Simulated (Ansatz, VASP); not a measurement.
**InP: VASP beside Ansatz**

```
CELL_PARAMETERS angstrom
0.00000 2.76883 2.76883
2.76883 0.00000 2.76883
2.76883 2.76883 0.00000
ATOMIC_POSITIONS crystal
In 0.00000 0.00000 0.00000
P 0.50000 0.50000 0.50000
```

Alike in both runs: task single point; functional PBE; k mesh 8 × 8 × 8; occupations gaussian, width 0.026 eV; no spin polarisation.

|  | VASP | Ansatz |
| --- | --- | --- |
| version | VASP 6.6.1 | Ansatz 0.2.0 |
| potentials or method | VASP PAW PBE potentials, release 64 (In_d, P) | Ansatz PAW |
| plane-wave cutoff (eV) | 520 | 420 |
| valence electrons in the cell | 18 | 18 |

```csv
,VASP,Ansatz,Ansatz less VASP
gap on the k mesh at the Fermi level (eV),none,none,-
pressure (GPa),-0.1,-0.1,+0.05
```

A gap of «none» marks a metal or a gap that the smearing closes.
